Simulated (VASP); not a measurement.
# Zr (Im-3m) in VASP: a series of runs

The runs below take Zr through single point, with RPBE, r2SCAN+rVV10, LDA.

All numbers are computed with VASP 6.6.1; they aren't measurements. Logs are shortened: lines on timing, memory, paths and dates and some standing lists are left out, and cuts for length are marked.

**1. The cell of the first run**

Symmetry: Im-3m, No. 229, cubic system. The conventional cell has a = 3.691 Å, b = 3.691 Å, c = 3.691 Å, α = 90.00°, β = 90.00°, γ = 90.00°. Within 4.2 Å of Zr (site symmetry m-3m) lie 14 Zr at 3.20 to 3.69 Å.

**2. Single point, RPBE**

INCAR reads:

```
  ALGO = Normal
  EDIFF = 1E-6
  ENCUT = 500
  GGA = RP
  GGA_COMPAT = False
  ISIF = 2
  ISMEAR = -1
  LASPH = True
  LCHARG = False
  LREAL = False
  LWAVE = False
  NBANDS = 12
  NELM = 120
  PREC = Accurate
  SIGMA = 0.05
```

KPOINTS reads:

```
k-points
0
Gamma
  10 10 10
```

POSCAR reads:

```
Zr
1.0
   -1.8454992086      1.8454992086      1.8454992086
    1.8454992086     -1.8454992086      1.8454992086
    1.8454992086      1.8454992086     -1.8454992086
Zr
1
Direct
    0.0000000000      0.0000000000      0.0000000000
```

Potentials or basis: VASP PAW PBE potentials, release 64 (Zr_sv).

Command:

```
$ cat potpaw_PBE.64/Zr_sv/POTCAR > POTCAR
$ mpirun -np 1 vasp_std > vasp.out
```

OUTCAR:

```text
EDIFF = 1E-6
   ENCUT = 500
   GGA = RP
   ISIF = 2
   ISMEAR = -1
   LASPH = True
   LREAL = False
   NELM = 120
   PREC = Accurate

 ion  position               nearest neighbor table
   1  0.000  0.000  0.000-

  LATTYP: Found a body centered cubic cell.
 ALAT       =     3.6909984172

  Lattice vectors:

 A1 = (  -1.8454992086,   1.8454992086,   1.8454992086)
 A2 = (   1.8454992086,  -1.8454992086,   1.8454992086)
 A3 = (   1.8454992086,   1.8454992086,  -1.8454992086)

Analysis of symmetry for initial positions (statically):
=====================================================================
 Subroutine PRICEL returns:
 Original cell was already a primitive cell.

 Routine SETGRP: Setting up the symmetry group for a
 body centered cubic supercell.

 Subroutine GETGRP returns: Found 48 space group operations
 (whereof 48 operations were pure point group operations)
 out of a pool of 48 trial point group operations.

The static configuration has the point symmetry O_h .

Analysis of symmetry for dynamics (positions and initial velocities):
=====================================================================
 Subroutine PRICEL returns:
 Original cell was already a primitive cell.

 Routine SETGRP: Setting up the symmetry group for a
 body centered cubic supercell.

 Subroutine GETGRP returns: Found 48 space group operations
 (whereof 48 operations were pure point group operations)
 out of a pool of 48 trial point group operations.

The dynamic configuration has the point symmetry O_h .

 Subroutine INISYM returns: Found 48 space group operations
 (whereof 48 operations are pure point group operations),
 and found     1 'primitive' translations

----------------------------------------------------------------------------------------

                                     Primitive cell

  volume of cell :      25.1421

  direct lattice vectors                    reciprocal lattice vectors
    -1.845499209  1.845499209  1.845499209     0.000000000  0.270929404  0.270929404
     1.845499209 -1.845499209  1.845499209     0.270929404  0.000000000  0.270929404
     1.845499209  1.845499209 -1.845499209     0.270929404  0.270929404  0.000000000

  length of vectors
     3.196498395  3.196498395  3.196498395     0.383152037  0.383152037  0.383152037

  position of ions in fractional coordinates (direct lattice)
     0.000000000  0.000000000  0.000000000

  ion indices of the primitive-cell ions
   primitive index   ion index
                 1           1

----------------------------------------------------------------------------------------

 KPOINTS: k-points

Automatic generation of k-mesh.
 Grid dimensions read from file:
 generate k-points for:   10   10   10

 Generating k-lattice:

  Cartesian coordinates                     Fractional coordinates (reciprocal lattice)
     0.000000000  0.027092940  0.027092940     0.100000000  0.000000000  0.000000000
     0.027092940  0.000000000  0.027092940     0.000000000  0.100000000  0.000000000
     0.027092940  0.027092940  0.000000000     0.000000000  0.000000000  0.100000000

  Length of vectors
     0.038315204  0.038315204  0.038315204

  Shift w.r.t. Gamma in fractional coordinates (k-lattice)
     0.000000000  0.000000000  0.000000000

 Subroutine IBZKPT returns following result:
 ===========================================

 Found     47 irreducible k-points:

 Following reciprocal coordinates:
            Coordinates               Weight
  0.000000  0.000000  0.000000      1.000000
  0.100000  0.000000  0.000000     12.000000
  0.200000  0.000000  0.000000     12.000000
  0.300000  0.000000  0.000000     12.000000
  0.400000  0.000000  0.000000     12.000000
  0.500000  0.000000  0.000000      6.000000
[... 16 lines left out ...]
  0.300000  0.300000  0.100000      8.000000
 -0.300000  0.300000  0.100000     24.000000
 [... further k-points ...]
   k-points           NKPTS =     47   k-points in BZ     NKDIM =     47   number of bands    NBANDS=     12
   number of dos      NEDOS =    301   number of ions     NIONS =      1
   total plane-waves  NPLWV =  13824
   dimension x,y,z NGX =    24 NGY =   24 NGZ =   24
   dimension x,y,z NGXF=    48 NGYF=   48 NGZF=   48
   ions per type =               1
   NGX,Y,Z   is equivalent  to a cutoff of  12.48, 12.48, 12.48 a.u.
   NGXF,Y,Z  is equivalent  to a cutoff of  24.96, 24.96, 24.96 a.u.
 SYSTEM =  unknown system
   PREC   = accura    normal or accurate (medium, high low for compatibility)
   ISTART =      0    job   : 0-new  1-cont  2-samecut
   ICHARG =      2    charge: 1-file 2-atom 10-const
   ISPIN  =      1    spin polarized calculation?
   LNONCOLLINEAR =      F non collinear calculations
   LSORBIT =      F    spin-orbit coupling
   LASPH  =      T    aspherical Exc in radial PAW
   ENCUT  =  500.0 eV  36.75 Ry    6.06 a.u.   5.83  5.83  5.83*2*pi/ulx,y,z
   NELM   =    120;   NELMIN=  2; NELMDL= -5     # of ELM steps
   EDIFF  = 0.1E-05   stopping-criterion for ELM
   LREAL  =      F    real-space projection
   EDIFFG = 0.1E-04   stopping-criterion for IOM
   NSW    =      0    number of steps for IOM
   IBRION =     -1    ionic relax: 0-MD 1-quasi-New 2-CG
   NFREE  =      0    steps in history (QN), initial steepest desc. (CG)
   ISIF   =      2    stress and relaxation
   ISYM   =      2    0-nonsym 1-usesym 2-fastsym
   POTIM  = 0.5000    time-step for ionic-motion
   TEBEG  =    0.0;   TEEND  =   0.0 temperature during run
   PSTRESS=    0.0 pullay stress
   NELECT =      12.0000    total number of electrons
   NUPDOWN=      -1.0000    fix difference up-down
   EMIN   =  10.00;   EMAX   =-10.00  energy-range for DOS
   EFERMI =   0.00;   METHOD = LEGACY
   ISMEAR =    -1;   SIGMA  =   0.05  broadening in eV -4-tet -1-fermi 0-gaus
   EFERMI_NEDOS =   21; number of points for ismear=-14 and -15
   IALGO  =     38    algorithm
   IMIX   =      4    mixing-type and parameters
     AMIX     =   0.40;   BMIX     =  1.00
     AMIX_MAG =   1.60;   BMIX_MAG =  1.00
  volume/ion in A,a.u.               =      25.14       169.67
  Fermi-wavevector in a.u.,A,eV,Ry     =   1.279385  2.417688 22.270383  1.636827
  Thomas-Fermi vector in A             =   2.411874
   LORBIT       =      0    0 simple, 1 ext, 2 COOP (PROOUT), +10 PAW based schemes
   GGA     = RP    functional components
   LHFCALC =     F    Hartree Fock is set to
   AEXX    =    0.0000 exact exchange contribution
   IVDW    =     0    specifies the selected vdW correction
   LEPSILON=     F    determine dielectric tensor
   LRPA    =     F    only Hartree local field effects (RPA)
 non-spin polarized calculation
  energy-cutoff  :      500.00
  volume of cell :       25.14
 maximum number of plane-waves:       682
   NGX = 11   NGY = 11   NGZ = 11

 number of electron      12.0000000 magnetization

 Free energy of the ion-electron system (eV)
  ---------------------------------------------------
  ext. energy  EPLUGINS =         0.00000000
  ---------------------------------------------------
  free energy    TOTEN  =        -7.98190999 eV

  energy without entropy =       -7.96555361  energy(sigma->0) =       -7.97373180

 E-fermi :   8.0086     XC(G=0): -10.6572

 val. band max:        7.9835479145   @ k =   0.3000   0.2000   0.1000
 cond. band min:       8.0110298516   @ k =   0.2000   0.2000   0.0000
 fundamental gap:      0.0274819371
 Fermi energy:         8.0085773760

 k-point     1 :       0.0000    0.0000    0.0000
  band No.  band energies     occupation
      1     -40.7229      2.00000
      2     -18.3313      2.00000
      3     -18.3313      2.00000
      4     -18.3313      2.00000
      5       2.7556      2.00000
      6       9.0664      0.00000
      7       9.0664      0.00000
      8       9.0664      0.00000
      9      11.3254      0.00000
     10      11.3254      0.00000
     11      20.0872      0.00000
     12      20.0872      0.00000

 k-point     2 :       0.1000    0.0000    0.0000
  band No.  band energies     occupation
      1     -40.7126      2.00000
      2     -18.4065      2.00000
      3     -18.3548      2.00000
      4     -18.3317      2.00000
      5       3.0633      2.00000
      6       8.8703      0.00000
      7       8.9879      0.00000
      8       9.3620      0.00000
      9      11.0612      0.00000
     10      11.3280      0.00000
     11      20.3196      0.00000
     12      20.6406      0.00000

 k-point     3 :       0.2000    0.0000    0.0000
  band No.  band energies     occupation
      1     -40.6856      2.00000
      2     -18.5991      2.00000
      3     -18.4157      2.00000
      4     -18.3327      2.00000
      5       3.8878      2.00000
      6       8.4107      0.00064
      7       8.6280      0.00001
      8      10.2162      0.00000
      9      10.8512      0.00000
     10      11.3785      0.00000
     11      20.4019      0.00000
     12      21.3472      0.00000
[... 286 lines left out ...]
 k-point    23 :       0.3000    0.3000    0.1000
  band No.  band energies     occupation
      1     -40.6058      2.00000
      2     -18.8047      2.00000
      3     -18.8047      2.00000
      4     -18.4907      2.00000
      5       6.8824      2.00000
      6       7.6388      1.99877
      7       7.6388      1.99877
      8      11.8505      0.00000
      9      11.8505      0.00000
     10      15.2399      0.00000
     11      16.9342      0.00000
     12      16.9342      0.00000

 k-point    24 :      -0.3000    0.3000    0.1000
  band No.  band energies     occupation
      1     -40.6435      2.00000
      2     -18.8187      2.00000
      3     -18.5161      2.00000
      4     -18.3896      2.00000
      5       5.1193      2.00000
      6       8.1731      0.07181
      7       8.2034      0.03980
      8      10.3208      0.00000
      9      11.4150      0.00000
     10      11.9745      0.00000
     11      19.2572      0.00000
     12      20.6840      0.00000

 [... further k-points ...]
[... 5 lines left out ...]
  --------------------------------------------------------------------------------------
  -------------------------------------------------------------------------------------
  Total       -0.8278198     -0.8278198     -0.8278198      0.0000000      0.0000000      0.0000000
  in kB      -52.7527171    -52.7527171    -52.7527171      0.0000000      0.0000000      0.0000000
  external PRESSURE =     -52.7527171 kB  Pullay stress =       0.0000000 kB

 VOLUME and BASIS-vectors are now :
 -----------------------------------------------------------------------------
  energy-cutoff  :      500.00
  volume of cell :       25.14
      direct lattice vectors                 reciprocal lattice vectors
    -1.845499209  1.845499209  1.845499209     0.000000000  0.270929404  0.270929404
     1.845499209 -1.845499209  1.845499209     0.270929404  0.000000000  0.270929404
     1.845499209  1.845499209 -1.845499209     0.270929404  0.270929404  0.000000000

 POSITION                                       TOTAL-FORCE (eV/Angst)
 -----------------------------------------------------------------------------------
      0.00000      0.00000      0.00000         0.000000      0.000000     -0.000000
 -----------------------------------------------------------------------------------
    total drift:                                0.000000      0.000000      0.000000

  FREE ENERGIE OF THE ION-ELECTRON SYSTEM (eV)
  ---------------------------------------------------
  free  energy   TOTEN  =        -7.9819099875 eV

  energy  without entropy=       -7.9655536089  energy(sigma->0) =       -7.97373180
```

Wall time 13 s (1 thread of Intel Xeon 8259CL, shared host); peak memory 0.14 GiB.

What came out:

```
Free energy            : -7.9819 eV
Pressure               : -5.3 GPa
Band gap on the k mesh : zero (band 6 reaches 9.07 eV, above the bottom of band 7 at 7.32 eV)
```

Levels at points of the mesh, in eV from the Fermi level:
```
           k point  band 3  band 4  band 5  band 6  band 7  band 8  band 9  band 10
(0.00, 0.00, 0.00)  -26.34  -26.34   -5.25    1.06    1.06    1.06    3.32     3.32
(0.50, 0.00, 0.00)  -26.58  -26.34   -2.59   -0.56    1.26    3.28    3.88     5.69
(0.50, 0.50, 0.50)  -26.86  -26.86   -2.26   -2.26    5.11    5.11    5.11     6.82
```

Caveat: the PAW data sets were made with another functional, which shifts forces and pressure a little.

**3. Single point, r2SCAN+rVV10**

This run uses another cell than the first one, of 22.65 Å³/atom, 0.901 times its volume.

POSCAR reads:

```
Zr
1.0
   -1.7823369979      1.7823369979      1.7823369979
    1.7823369979     -1.7823369979      1.7823369979
    1.7823369979      1.7823369979     -1.7823369979
Zr
1
Direct
    0.0000000000      0.0000000000      0.0000000000
```

INCAR.step1 reads:

```
SYSTEM = Zr
  PREC = Accurate
  ENCUT = 550
  ISMEAR = -1
  SIGMA = 0.05
  LREAL = .False.
  LASPH = .True.
  NELM = 120
  NBANDS = 12
  GGA = PE
  ALGO = Normal
  EDIFF = 1E-5
  LWAVE = .True.
  LCHARG = .False.
  GGA_COMPAT = .False.
```

INCAR.step2 reads:

```
SYSTEM = Zr
  PREC = Accurate
  ENCUT = 550
  EDIFF = 1E-6
  ISMEAR = -1
  SIGMA = 0.05
  LREAL = .False.
  LASPH = .True.
  NELM = 120
  ALGO = Normal
  ISIF = 2
  LWAVE = .False.
  LCHARG = .False.
  METAGGA = R2SCAN
  LMIXTAU = .True.
  LUSE_VDW = .True.
  IVDW_NL = 2
  BPARAM = 11.95
  CPARAM = 0.0093
  NBANDS = 12
  ISTART = 1
  GGA_COMPAT = .False.
```

KPOINTS reads:

```
regular mesh
0
Gamma
  10 10 10
  0 0 0
```

Potentials or basis: VASP PAW PBE potentials, release 64 (Zr_sv).

Command:

```
$ cat potpaw_PBE.64/Zr_sv/POTCAR > POTCAR
$ cp INCAR.step1 INCAR
$ mpirun -np 1 vasp_std > vasp.out
$ cp INCAR.step2 INCAR
$ mpirun -np 1 vasp_std > vasp.out
```

It took 83 s on 1 thread of Intel Xeon 8259CL, shared host; peak memory 0.22 GiB.

Results (log left out):

- Free energy: -22.4248 eV
- Pressure: 0.2 GPa
- Band gap on the k mesh: zero (band 6 reaches 10.36 eV, above the bottom of band 7 at 8.30 eV)

Levels at points of the mesh, in eV from the Fermi level:
```tsv
k point	band 2	band 3	band 4	band 5	band 6	band 7	band 8	band 9	band 10	band 11
(0.00, 0.00, 0.00)	-26.92	-26.92	-26.92	-5.82	1.28	1.28	1.28	3.89	3.89	12.96
(0.50, 0.00, 0.00)	-28.03	-27.27	-26.93	-3.06	-0.71	1.55	3.93	4.63	6.78	10.45
(0.50, 0.50, 0.50)	-27.67	-27.67	-27.67	-2.89	-2.89	6.06	6.06	6.06	7.95	7.95
```

Caveat: the PAW data sets were made with another functional, which shifts forces and pressure a little.

**4. Single point, LDA**

This run uses another cell than the first one, of 22.30 Å³/atom, 0.887 times its volume.

INCAR reads:

```
  PREC = Accurate
  ENCUT = 500
  EDIFF = 1E-6
  ISMEAR = -1
  SIGMA = 0.05
  LREAL = F
  LASPH = T
  NELM = 120
  ALGO = Normal
  ISIF = 2
  LWAVE = F
  LCHARG = F
  GGA = CA
  NBANDS = 12
  GGA_COMPAT = F
```

KPOINTS reads:

```
Automatic mesh
0
Gamma
  10 10 10
```

POSCAR reads:

```
Zr
1.0
   -1.7730508568      1.7730508568      1.7730508568
    1.7730508568     -1.7730508568      1.7730508568
    1.7730508568      1.7730508568     -1.7730508568
Zr
1
Direct
    0.0000000000      0.0000000000      0.0000000000
```

Potentials or basis: VASP PAW LDA potentials, release 64 (Zr_sv).

Command:

```
$ cat potpaw_LDA.64/Zr_sv/POTCAR > POTCAR
$ mpirun -np 1 vasp_std > vasp.out
```

It took 6 s on 1 thread of Intel Xeon 6975P-C, shared host; peak memory 0.13 GiB.

The run converged. Its results:

```yaml
Free_energy: -9.2430 eV
Pressure: -5.3 GPa
Band_gap_on_the_k_mesh: zero (band 6 reaches 10.10 eV, above the bottom of band 7 at 8.41 eV)
```

Levels at points of the mesh, in eV from the Fermi level:
```tsv
k point	band 4	band 5	band 6	band 7	band 8	band 9
(0.00, 0.00, 0.00)	-25.73	-5.44	1.08	1.08	1.08	3.69
(0.50, 0.00, 0.00)	-25.74	-2.93	-0.79	1.83	3.69	4.40
(0.50, 0.50, 0.50)	-26.50	-2.74	-2.74	5.90	5.90	5.90
```

**5. Single point, LDA**

This run uses another cell than the first one, of 22.77 Å³/atom, 0.906 times its volume.

INCAR reads:

```
SYSTEM = Zr
PREC     = Accurate       ! precision mode
ENCUT    = 500            ! plane-wave cutoff, eV
EDIFF    = 1E-6           ! SCF threshold, eV
ISMEAR   = -1             ! smearing method
SIGMA    = 0.05           ! smearing width, eV
LREAL    = .FALSE.        ! projectors in reciprocal space
LASPH    = .TRUE.         ! aspherical terms in the spheres
NELM     = 120            ! most SCF steps
ALGO     = Normal         ! electronic algorithm
ISIF     = 2              ! what is computed and relaxed
LWAVE    = .FALSE.        ! write WAVECAR
LCHARG   = .FALSE.        ! write CHGCAR
NBANDS   = 12             ! bands
GGA_COMPAT= .FALSE.
```

KPOINTS reads:

```
regular mesh
0
G
  10 10 10
  0 0 0
```

POSCAR reads:

```
Zr
1.0
   -1.7855375418      1.7855375418      1.7855375418
    1.7855375418     -1.7855375418      1.7855375418
    1.7855375418      1.7855375418     -1.7855375418
Zr
1
Direct
    0.0000000000      0.0000000000      0.0000000000
```

Command:

```
$ cat potpaw_LDA.64/Zr_sv/POTCAR > POTCAR
$ mpirun -np 1 vasp_std > vasp.out
```

It took 4.8 s on 1 thread of Intel Xeon 6975P-C, shared host; peak memory 0.13 GiB.

It converged, with:

```yaml
Free_energy: -9.2250 eV
Pressure: -6.9 GPa
Band_gap_on_the_k_mesh: zero (band 6 reaches 9.86 eV, above the bottom of band 7 at 8.15 eV)
```

Levels at points of the mesh, in eV from the Fermi level:
| k point | band 2 | band 3 | band 4 | band 5 | band 6 | band 7 | band 8 | band 9 | band 10 | band 11 |
| --- | --- | --- | --- | --- | --- | --- | --- | --- | --- | --- |
| (0.00, 0.00, 0.00) | -25.81 | -25.81 | -25.81 | -5.42 | 1.06 | 1.06 | 1.06 | 3.61 | 3.61 | 12.47 |
| (0.50, 0.00, 0.00) | -26.87 | -26.15 | -25.82 | -2.88 | -0.76 | 1.73 | 3.60 | 4.29 | 6.45 | 10.10 |
| (0.50, 0.50, 0.50) | -26.54 | -26.54 | -26.54 | -2.66 | -2.66 | 5.75 | 5.75 | 5.75 | 7.54 | 7.54 |

**6. Summary**

| level | potentials or basis | cell | cutoff (eV) | gap on the mesh (eV) | pressure (GPa) |
| --- | --- | --- | --- | --- | --- |
| RPBE | VASP PAW PBE potentials, release 64 (Zr_sv) | a = 3.196 Å, angles 109.5°, 1 atom | 500 | none | -5.3 |
| r2SCAN+rVV10 | VASP PAW PBE potentials, release 64 (Zr_sv) | a = 3.087 Å, angles 109.5°, 1 atom | 550 | none | 0.2 |
| LDA | VASP PAW LDA potentials, release 64 (Zr_sv) | a = 3.071 Å, angles 109.5°, 1 atom | 500 | none | -5.3 |
| LDA | VASP PAW LDA potentials, release 64 (Zr_sv) | a = 3.093 Å, angles 109.5°, 1 atom | 500 | none | -6.9 |

Alike in all rows: task single point; no spin polarisation; k mesh 10 × 10 × 10; smearing fermi-dirac 0.05 eV.

Caveats: the PAW data sets were made with another functional, which shifts forces and pressure a little (some runs).

Absolute energies hang on the potentials; compare differences alone.
